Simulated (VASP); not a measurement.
# SnPb3O4 (P4mm) in VASP: notebook

Runs on SnPb3O4. Level: PBE. Tasks: single point.

Everything below comes from runs of VASP 6.6.1. Logs are shortened: lines on timing, memory, paths and dates and some standing lists are left out, and cuts for length are marked.

## Step 1: The cell of the first run

The structure is tetragonal, space group P4mm (No. 99). The conventional cell has a = 5.578 Å, b = 5.578 Å, c = 5.055 Å, α = 90.00°, β = 90.00°, γ = 90.00°. Sn (site symmetry 4mm) has 4 O at 2.30 Å within 3.0 Å. Pb (site symmetry 4mm) has 4 O at 2.30 Å within 3.0 Å. Pb (site symmetry 2mm) has 4 O at 2.30 Å within 3.0 Å. Within 3.0 Å of O (site symmetry m) lie 1 Sn at 2.30 Å and 3 Pb at 2.30 Å and 4 O at 2.79 Å.

## Step 2: Single point, PBE

Contents of INCAR:

```
  PREC = Accurate
  ENCUT = 520
  EDIFF = 1E-7
  ISMEAR = 0
  SIGMA = 0.1
  LREAL = F
  LASPH = T
  NELM = 60
  ALGO = Normal
  ISIF = 2
  LWAVE = F
  LCHARG = T
  GGA = PE
  LELF = T
  LVHAR = T
  NBANDS = 50
```

Contents of KPOINTS:

```
Automatic mesh
0
Gamma
  4 4 4
```

Contents of POSCAR:

```
SnPb3O4
1.0
    5.5784745600      0.0000000000      0.0000000000
    0.0000000000      5.5784745600      0.0000000000
    0.0000000000      0.0000000000      5.0546270200
Sn Pb O
1 3 4
Direct
    0.5000000000      0.5000000000      0.2353738500
    0.0000000000      0.0000000000      0.2353738500
    0.0000000000      0.5000000000      0.7646261500
    0.5000000000      0.0000000000      0.7646261500
    0.7500000000      0.7500000000      0.0000000000
    0.2500000000      0.2500000000      0.0000000000
    0.7500000000      0.2500000000      0.0000000000
    0.2500000000      0.7500000000      0.0000000000
```

Potentials or basis: VASP PAW PBE potentials, release 64 (Sn_d, Pb_d, O).

Command:

```
$ cat potpaw_PBE.64/Sn_d/POTCAR potpaw_PBE.64/Pb_d/POTCAR potpaw_PBE.64/O/POTCAR > POTCAR
$ mpirun -np 1 vasp_std > vasp.out
```

OUTCAR:

```text
PREC = Accurate
   ENCUT = 520
   EDIFF = 1E-7
   ISMEAR = 0
   LREAL = F
   LASPH = T
   NELM = 60
   ISIF = 2
   GGA = PE

 ion  position               nearest neighbor table
   1  0.500  0.500  0.235-   5 2.30   6 2.30   7 2.30   8 2.30   3 3.67   4 3.67   4 3.67   3 3.67
                             4 3.86   3 3.86   3 3.86   4 3.86   2 3.94   2 3.94   2 3.94   2 3.94
   2  0.000  0.000  0.235-   5 2.30   6 2.30   7 2.30   8 2.30   3 3.67   4 3.67   3 3.67   4 3.67
                             3 3.86   3 3.86   4 3.86   4 3.86   1 3.94   1 3.94   1 3.94   1 3.94
   3  0.000  0.500  0.765-   5 2.30   6 2.30   7 2.30   8 2.30   1 3.67   2 3.67   2 3.67   1 3.67
                             1 3.86   2 3.86   2 3.86   1 3.86   4 3.94   4 3.94   4 3.94   4 3.94
   4  0.500  0.000  0.765-   5 2.30   6 2.30   7 2.30   8 2.30   1 3.67   2 3.67   1 3.67   2 3.67
                             1 3.86   1 3.86   2 3.86   2 3.86   3 3.94   3 3.94   3 3.94   3 3.94
   5  0.750  0.750  0.000-   1 2.30   2 2.30   3 2.30   4 2.30
   6  0.250  0.250  0.000-   1 2.30   2 2.30   3 2.30   4 2.30
   7  0.750  0.250  0.000-   1 2.30   2 2.30   3 2.30   4 2.30
   8  0.250  0.750  0.000-   1 2.30   2 2.30   3 2.30   4 2.30

  LATTYP: Found a simple tetragonal cell.
 ALAT       =     5.5784745600
 C/A-ratio  =     0.9060948411

  Lattice vectors:

 A1 = (   5.5784745600,   0.0000000000,   0.0000000000)
 A2 = (   0.0000000000,   5.5784745600,   0.0000000000)
 A3 = (   0.0000000000,   0.0000000000,   5.0546270200)

Analysis of symmetry for initial positions (statically):
=====================================================================
 Subroutine PRICEL returns:
 Original cell was already a primitive cell.

 Routine SETGRP: Setting up the symmetry group for a
 simple tetragonal supercell.

 Subroutine GETGRP returns: Found  8 space group operations
 (whereof  8 operations were pure point group operations)
 out of a pool of 16 trial point group operations.

The static configuration has the point symmetry C_4v.

Analysis of symmetry for dynamics (positions and initial velocities):
=====================================================================
 Subroutine PRICEL returns:
 Original cell was already a primitive cell.

 Routine SETGRP: Setting up the symmetry group for a
 simple tetragonal supercell.

 Subroutine GETGRP returns: Found  8 space group operations
 (whereof  8 operations were pure point group operations)
 out of a pool of 16 trial point group operations.

The dynamic configuration has the point symmetry C_4v.

 Subroutine INISYM returns: Found  8 space group operations
 (whereof  8 operations are pure point group operations),
 and found     1 'primitive' translations

----------------------------------------------------------------------------------------

                                     Primitive cell

  volume of cell :     157.2969

  direct lattice vectors                    reciprocal lattice vectors
     5.578474560  0.000000000  0.000000000     0.179260475  0.000000000  0.000000000
     0.000000000  5.578474560  0.000000000     0.000000000  0.179260475  0.000000000
     0.000000000  0.000000000  5.054627020     0.000000000  0.000000000  0.197838534

  length of vectors
     5.578474560  5.578474560  5.054627020     0.179260475  0.179260475  0.197838534

  position of ions in fractional coordinates (direct lattice)
     0.500000000  0.500000000  0.235373850
     0.000000000  0.000000000  0.235373850
     0.000000000  0.500000000  0.764626150
     0.500000000  0.000000000  0.764626150
     0.750000000  0.750000000  0.000000000
     0.250000000  0.250000000  0.000000000
     0.750000000  0.250000000  0.000000000
     0.250000000  0.750000000  0.000000000

  ion indices of the primitive-cell ions
   primitive index   ion index
                 1           1
                 2           2
                 3           3
                 4           4
                 5           5
                 6           6
                 7           7
                 8           8

----------------------------------------------------------------------------------------

 KPOINTS: Automatic mesh

Automatic generation of k-mesh.
 Grid dimensions read from file:
 generate k-points for:    4    4    4

 Generating k-lattice:

  Cartesian coordinates                     Fractional coordinates (reciprocal lattice)
     0.044815119  0.000000000  0.000000000     0.250000000  0.000000000  0.000000000
     0.000000000  0.044815119  0.000000000     0.000000000  0.250000000  0.000000000
     0.000000000  0.000000000  0.049459634     0.000000000  0.000000000  0.250000000

  Length of vectors
     0.044815119  0.044815119  0.049459634

  Shift w.r.t. Gamma in fractional coordinates (k-lattice)
     0.000000000  0.000000000  0.000000000

 Subroutine IBZKPT returns following result:
 ===========================================

 Found     18 irreducible k-points:

[... 53 lines left out ...]
   LORBIT       =      0    0 simple, 1 ext, 2 COOP (PROOUT), +10 PAW based schemes
   GGA     = PE    functional components
   LHFCALC =     F    Hartree Fock is set to
   AEXX    =    0.0000 exact exchange contribution
   IVDW    =     0    specifies the selected vdW correction
   LEPSILON=     F    determine dielectric tensor
   LRPA    =     F    only Hartree local field effects (RPA)
 non-spin polarized calculation
 Gauss-broadening in eV      SIGMA  =   0.10
  energy-cutoff  :      520.00
  volume of cell :      157.30
 maximum number of plane-waves:      4276
 NGX is ok and might be reduce to    42
   NGX = 21   NGY = 21   NGZ = 19

 number of electron      80.0000005 magnetization

 Free energy of the ion-electron system (eV)
  ---------------------------------------------------
  ext. energy  EPLUGINS =         0.00000000
  ---------------------------------------------------
  free energy    TOTEN  =       -43.41951158 eV

  energy without entropy =      -43.41951158  energy(sigma->0) =      -43.41951158

 E-fermi :   5.8337     XC(G=0):  -9.8262

 val. band max:        5.3821910936   @ k =   0.0000   0.0000   0.0000
 cond. band min:       6.3906748970   @ k =   0.0000   0.0000   0.0000
 fundamental gap:      1.0084838034
 Fermi energy:         5.8336524976

 k-point     1 :       0.0000    0.0000    0.0000
  band No.  band energies     occupation
      1     -15.5725      2.00000
      2     -15.5300      2.00000
      3     -15.5300      2.00000
      4     -15.4946      2.00000
      5     -15.4474      2.00000
      6     -13.3228      2.00000
[... 42 lines left out ...]
     49      11.7160      0.00000
     50      11.7160      0.00000

 k-point     2 :       0.2500    0.0000    0.0000
  band No.  band energies     occupation
      1     -15.5736      2.00000
      2     -15.5319      2.00000
      3     -15.5288      2.00000
      4     -15.4943      2.00000
      5     -15.4470      2.00000
      6     -13.2374      2.00000
[... 42 lines left out ...]
     49      11.2915      0.00000
     50      11.9406      0.00000

 k-point     3 :       0.5000    0.0000    0.0000
  band No.  band energies     occupation
      1     -15.5746      2.00000
      2     -15.5338      2.00000
      3     -15.5277      2.00000
      4     -15.4940      2.00000
      5     -15.4466      2.00000
      6     -13.0976      2.00000
[... 42 lines left out ...]
     49      12.1500      0.00000
     50      12.3001      0.00000

 k-point     4 :       0.2500    0.2500    0.0000
  band No.  band energies     occupation
      1     -15.5757      2.00000
      2     -15.5307      2.00000
      3     -15.5302      2.00000
      4     -15.4940      2.00000
      5     -15.4467      2.00000
      6     -13.1613      2.00000
[... 681 lines left out ...]
 k-point    17 :       0.5000    0.2500    0.5000
  band No.  band energies     occupation
      1     -15.5773      2.00000
      2     -15.5349      2.00000
      3     -15.5309      2.00000
      4     -15.4938      2.00000
      5     -15.4450      2.00000
      6     -13.0410      2.00000
[... 42 lines left out ...]
     49      11.9123      0.00000
     50      12.1196      0.00000

 k-point    18 :       0.5000    0.5000    0.5000
  band No.  band energies     occupation
      1     -15.5803      2.00000
      2     -15.5335      2.00000
      3     -15.5335      2.00000
      4     -15.4936      2.00000
      5     -15.4449      2.00000
      6     -12.9536      2.00000
[... 42 lines left out ...]
     49      12.3123      0.00000
     50      12.5794      0.00000

------------------------ aborting loop because EDIFF is reached ----------------------------------------

  FORCE on cell =-STRESS in cart. coord.  units (eV):
  Direction    XX          YY          ZZ          XY          YZ          ZX
  --------------------------------------------------------------------------------------
  -------------------------------------------------------------------------------------
  Total        3.5904995      3.5904995      2.5234490      0.0000000     -0.0000000      0.0000000
  in kB       36.5717231     36.5717231     25.7030747      0.0000000     -0.0000000      0.0000000
  external PRESSURE =      32.9488403 kB  Pullay stress =       0.0000000 kB

 VOLUME and BASIS-vectors are now :
 -----------------------------------------------------------------------------
  energy-cutoff  :      520.00
  volume of cell :      157.30
      direct lattice vectors                 reciprocal lattice vectors
     5.578474560  0.000000000  0.000000000     0.179260475  0.000000000  0.000000000
     0.000000000  5.578474560  0.000000000     0.000000000  0.179260475  0.000000000
     0.000000000  0.000000000  5.054627020     0.000000000  0.000000000  0.197838534

 POSITION                                       TOTAL-FORCE (eV/Angst)
 -----------------------------------------------------------------------------------
      2.78924      2.78924      1.18973         0.000000     -0.000000     -1.266307
      0.00000      0.00000      1.18973         0.000000     -0.000000      0.690513
      0.00000      2.78924      3.86490        -0.000000     -0.000000     -0.666061
      2.78924      0.00000      3.86490         0.000000     -0.000000     -0.666061
      4.18386      4.18386      0.00000        -0.471777     -0.471777      0.476979
      1.39462      1.39462      0.00000         0.471777      0.471777      0.476979
      4.18386      1.39462      0.00000        -0.471777      0.471777      0.476979
      1.39462      4.18386      0.00000         0.471777     -0.471777      0.476979
 -----------------------------------------------------------------------------------
    total drift:                                0.000000      0.000000     -0.000392

  FREE ENERGIE OF THE ION-ELECTRON SYSTEM (eV)
  ---------------------------------------------------
  free  energy   TOTEN  =       -43.4195115772 eV

  energy  without entropy=      -43.4195115772  energy(sigma->0) =      -43.41951158
```

Wall time 87 s (1 thread of AMD EPYC 9R45 (Zen 5), shared host); peak memory 0.29 GiB.

What came out:

| Property | Result |
| --- | --- |
| Free energy | -43.4195 eV |
| Pressure | 3.3 GPa |
| Largest force | 1.266 eV/Å |
| Band gap on the k mesh | 1.01 eV |

Forces in eV/Å, atoms in the order of the input:
```
Sn   0.000  0.000 -1.266
Pb   0.000  0.000  0.691
Pb   0.000  0.000 -0.666
Pb   0.000  0.000 -0.666
O   -0.472 -0.472  0.477
O    0.472  0.472  0.477
O   -0.472  0.472  0.477
O    0.472 -0.472  0.477
```

Levels at points of the mesh, in eV from the valence-band top:
| k point | band 37 | band 38 | band 39 | band 40 | band 41 | band 42 | band 43 | band 44 |
| --- | --- | --- | --- | --- | --- | --- | --- | --- |
| (0.00, 0.00, 0.00) | -1.65 | -1.33 | -1.26 | 0.00 | 1.01 | 1.01 | 2.28 | 5.02 |
| (0.50, 0.00, 0.00) | -1.56 | -1.51 | -0.66 | -0.44 | 2.78 | 2.95 | 3.14 | 3.50 |
| (0.50, 0.50, 0.00) | -1.91 | -1.89 | -1.89 | -1.75 | 3.14 | 3.14 | 3.20 | 3.62 |
| (0.00, 0.00, 0.50) | -1.94 | -1.33 | -1.26 | -1.23 | 1.98 | 3.19 | 3.19 | 3.82 |
| (0.50, 0.00, 0.50) | -1.56 | -1.51 | -1.30 | -1.19 | 2.23 | 2.38 | 3.39 | 3.60 |
| (0.50, 0.50, 0.50) | -1.22 | -1.21 | -1.21 | -1.00 | 2.81 | 2.81 | 2.88 | 3.12 |

Caveat: the cell stands under pressure; spin-orbit coupling is left out, which moves the levels of the heavy elements; forces of over 1 eV/Å act on the atoms, so gaps and moduli don't describe the material at rest.

## Step 3: Single point, PBE

This run uses another cell than the first one, of 21.45 Å³/atom.

Contents of INCAR:

```
SYSTEM = SnPb3O4
PREC     = Accurate       ! precision mode
ENCUT    = 520            ! plane-wave cutoff, eV
EDIFF    = 1E-6           ! SCF threshold, eV
ISMEAR   = 0              ! smearing method
SIGMA    = 0.1            ! smearing width, eV
LREAL    = .FALSE.        ! projectors in reciprocal space
LASPH    = .TRUE.         ! aspherical terms in the spheres
NELM     = 80             ! most SCF steps
ALGO     = Normal         ! electronic algorithm
ISIF     = 2              ! what is computed and relaxed
LWAVE    = .FALSE.        ! write WAVECAR
LCHARG   = .FALSE.        ! write CHGCAR
GGA      = PE             ! functional
NBANDS   = 50             ! bands
```

Contents of KPOINTS:

```
Automatic mesh
0
G
  4 4 4
  0 0 0
```

Contents of POSCAR:

```
SnPb3O4
1.0
    5.6587009161      0.0000000000      0.0000000000
    0.0000000000      5.6587009161      0.0000000000
    0.0000000000      0.0000000000      5.3596510888
Sn Pb O
1 3 4
Direct
    0.5000000000      0.5000000000      0.2024992630
    0.0000000000      0.0000000000      0.2285413544
    0.0000000000      0.5000000000      0.7738985045
    0.5000000000      0.0000000000      0.7738985045
    0.7453064590      0.7453064590      0.0052905934
    0.2546935410      0.2546935410      0.0052905934
    0.7453064590      0.2546935410      0.0052905934
    0.2546935410      0.7453064590      0.0052905934
```

Potentials or basis: VASP PAW PBE potentials, release 64 (Sn_d, Pb_d, O).

Command:

```
$ cat potpaw_PBE.64/Sn_d/POTCAR potpaw_PBE.64/Pb_d/POTCAR potpaw_PBE.64/O/POTCAR > POTCAR
$ mpirun -np 1 vasp_std > vasp.out
```

Run time: 76 s. Hardware: 1 thread of AMD EPYC 9R45 (Zen 5), shared host; peak memory 0.3 GiB.

It converged, with:

```yaml
Free_energy: -43.7029 eV
Pressure: 0.2 GPa
Largest_force: 0.061 eV/Å
Band_gap_on_the_k_mesh: 1.24 eV
```

Forces in eV/Å, atoms in the order of the input:
```
Sn   0.000  0.000  0.061
Pb   0.000  0.000  0.045
Pb   0.000  0.000 -0.045
Pb   0.000  0.000 -0.045
O   -0.003 -0.003 -0.004
O    0.003  0.003 -0.004
O   -0.003  0.003 -0.004
O    0.003 -0.003 -0.004
```

Stress tensor (GPa, compression positive):
```
0.18 0.00 0.00
0.00 0.18 0.00
0.00 0.00 0.32
```

Levels at points of the mesh, in eV from the valence-band top:
| k point | band 37 | band 38 | band 39 | band 40 | band 41 | band 42 | band 43 | band 44 |
| --- | --- | --- | --- | --- | --- | --- | --- | --- |
| (0.00, 0.00, 0.00) | -1.67 | -1.43 | -1.27 | 0.00 | 1.24 | 1.24 | 1.81 | 4.41 |
| (0.50, 0.00, 0.00) | -1.58 | -1.57 | -0.95 | -0.29 | 2.85 | 2.87 | 3.10 | 3.17 |
| (0.50, 0.50, 0.00) | -1.89 | -1.89 | -1.89 | -1.30 | 2.58 | 2.94 | 2.94 | 3.41 |
| (0.00, 0.00, 0.50) | -1.97 | -1.43 | -1.27 | -1.03 | 1.68 | 3.19 | 3.19 | 3.89 |
| (0.50, 0.00, 0.50) | -1.58 | -1.57 | -1.46 | -0.79 | 2.17 | 2.29 | 3.22 | 3.42 |
| (0.50, 0.50, 0.50) | -1.41 | -1.41 | -1.38 | -0.58 | 2.31 | 2.66 | 2.66 | 2.85 |

Caveat: spin-orbit coupling is left out, which moves the levels of the heavy elements.

## Step 4: Single point, PBE

This run uses another cell than the first one, of 21.82 Å³/atom.

Contents of INCAR:

```
ALGO = Normal
EDIFF = 1E-7
ENCUT = 520
GGA = PE
ISIF = 2
ISMEAR = 0
LASPH = True
LCHARG = True
LELF = True
LREAL = False
LVHAR = True
LWAVE = False
NBANDS = 50
NELM = 80
PREC = Accurate
SIGMA = 0.02
```

Contents of KPOINTS:

```
k-points
0
Gamma
  6 6 6
```

Contents of POSCAR:

```
SnPb3O4
1.0
    5.6568005039      0.0000000000      0.0000000000
    0.0000000000      5.6568005039      0.0000000000
    0.0000000000      0.0000000000      5.4549341799
Sn Pb O
1 3 4
Direct
    0.5000000000      0.5000000000      0.1993970807
    0.0000000000      0.0000000000      0.2251916275
    0.0000000000      0.5000000000      0.7775692543
    0.5000000000      0.0000000000      0.7775692543
    0.7452220989      0.7452220989      0.0050681958
    0.2547779011      0.2547779011      0.0050681958
    0.7452220989      0.2547779011      0.0050681958
    0.2547779011      0.7452220989      0.0050681958
```

Command:

```
$ cat potpaw_PBE.64/Sn_d/POTCAR potpaw_PBE.64/Pb_d/POTCAR potpaw_PBE.64/O/POTCAR > POTCAR
$ mpirun -np 1 vasp_std > vasp.out
```

Wall time 3.1 min (1 thread of AMD EPYC 9R45 (Zen 5), shared host); peak memory 0.41 GiB.

It converged, with:

* Free energy: -43.7068 eV
* Pressure: 0.1 GPa
* Largest force: 0.068 eV/Å
* Band gap on the k mesh: 1.32 eV

Forces on the atoms (eV/Å):
```
Sn   0.000  0.000  0.068
Pb   0.000  0.000  0.036
Pb   0.000  0.000 -0.041
Pb   0.000  0.000 -0.041
O    0.004  0.004 -0.005
O   -0.004 -0.004 -0.005
O    0.004 -0.004 -0.005
O   -0.004  0.004 -0.005
```

Levels at points of the mesh, in eV from the valence-band top:
```tsv
k point	band 36	band 37	band 38	band 39	band 40	band 41	band 42	band 43	band 44	band 45
(0.00, 0.00, 0.00)	-1.94	-1.68	-1.41	-1.25	0.00	1.32	1.32	1.76	4.27	4.78
(0.50, 0.00, 0.00)	-2.84	-1.57	-1.55	-0.96	-0.29	2.81	2.94	3.05	3.24	4.22
(0.50, 0.50, 0.00)	-3.01	-1.86	-1.86	-1.86	-1.26	2.54	2.91	2.91	3.35	5.24
(0.00, 0.00, 0.50)	-1.96	-1.96	-1.41	-1.25	-1.03	1.68	3.22	3.22	3.79	3.79
(0.50, 0.00, 0.50)	-1.89	-1.56	-1.55	-1.46	-0.79	2.20	2.32	3.19	3.47	3.68
(0.50, 0.50, 0.50)	-2.99	-1.41	-1.41	-1.39	-0.58	2.28	2.63	2.63	2.79	5.95
```

Caveat: spin-orbit coupling is left out, which moves the levels of the heavy elements.

## Step 5: Overview

```csv
cell,k mesh,smearing,gap on the mesh (eV),pressure (GPa),largest force (eV/Å)
"a = 5.578, b = 5.578, c = 5.055 Å, 8 atoms, atomic positions A",4 × 4 × 4,gaussian 0.1 eV,1.01,3.3,1.27
"a = 5.659, b = 5.659, c = 5.360 Å, 8 atoms, atomic positions B",4 × 4 × 4,gaussian 0.1 eV,1.24,0.2,0.06
"a = 5.657, b = 5.657, c = 5.455 Å, 8 atoms, atomic positions C",6 × 6 × 6,gaussian 0.02 eV,1.32,0.1,0.07
```

Alike in all rows: task single point; level PBE; potentials or basis VASP PAW PBE potentials, release 64 (Sn_d, Pb_d, O); no spin polarisation; cutoff (eV) 520.

Caveats: spin-orbit coupling is left out, which moves the levels of the heavy elements; the cell stands under pressure (at least some runs); forces of over 1 eV/Å act on the atoms, so gaps and moduli don't describe the material at rest (at least some runs).

Total energies depend on the potentials used, so only differences within one code and one set of settings carry meaning.
